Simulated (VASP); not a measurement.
A run of VASP 6.6.1 is set up as follows.

File INCAR:

```
SYSTEM = WS2
PREC     = Accurate       ! precision mode
ENCUT    = 520            ! plane-wave cutoff, eV
EDIFF    = 1E-6           ! SCF threshold, eV
ISMEAR   = 0              ! smearing method
SIGMA    = 0.05           ! smearing width, eV
LREAL    = .False.        ! projectors in reciprocal space
LASPH    = .True.         ! aspherical terms in the spheres
NELM     = 80             ! most SCF steps
ALGO     = Normal         ! electronic algorithm
ISIF     = 2              ! what is computed and relaxed
LWAVE    = .False.        ! write WAVECAR
LCHARG   = .False.        ! write CHGCAR
GGA      = PS             ! functional
NBANDS   = 20             ! bands
```

File KPOINTS:

```
regular mesh
0
Gamma
  12 12 12
  0 0 0
```

The input POSCAR:

```
WS2
1.0
    1.5790003843      0.9116362969      5.6702636000
   -1.5790003843      0.9116362969      5.6702636000
    0.0000000000     -1.8232725938      5.6702636000
W S
1 2
Direct
    0.0000000000      0.0000000000      0.0000000000
    0.7503000000      0.7503000000      0.7503000000
    0.5810000000      0.5810000000      0.5810000000
```

Potentials or basis: VASP PAW PBE potentials, release 64 (W_sv, S).

Run with:

```sh
$ cat potpaw_PBE.64/W_sv/POTCAR potpaw_PBE.64/S/POTCAR > POTCAR
$ mpirun -np 1 vasp_std > vasp.out
```

Problem. Predict the pressure.

Solution. 17.3 GPa.

Problem. What does it give for the band gap on the k mesh?

Solution. Zero (bands 13 and 14 overlap by 0.07 eV).

Problem. Predict the largest force.

Solution. 3.125 eV/Å.

Forces in eV/Å, atoms in the order of the input:
```
W    0.000  0.000 -0.698
S    0.000  0.000  3.125
S    0.000  0.000 -2.427
```

Caveat: the cell differs from its parent crystal (strain +0.000 along x and y, -0.080 along z); the stress differs along the axes, from 11 to 29 GPa; the PAW data sets were made with another functional, which shifts forces and pressure a little; spin-orbit coupling is left out, which moves the levels of the heavy elements.
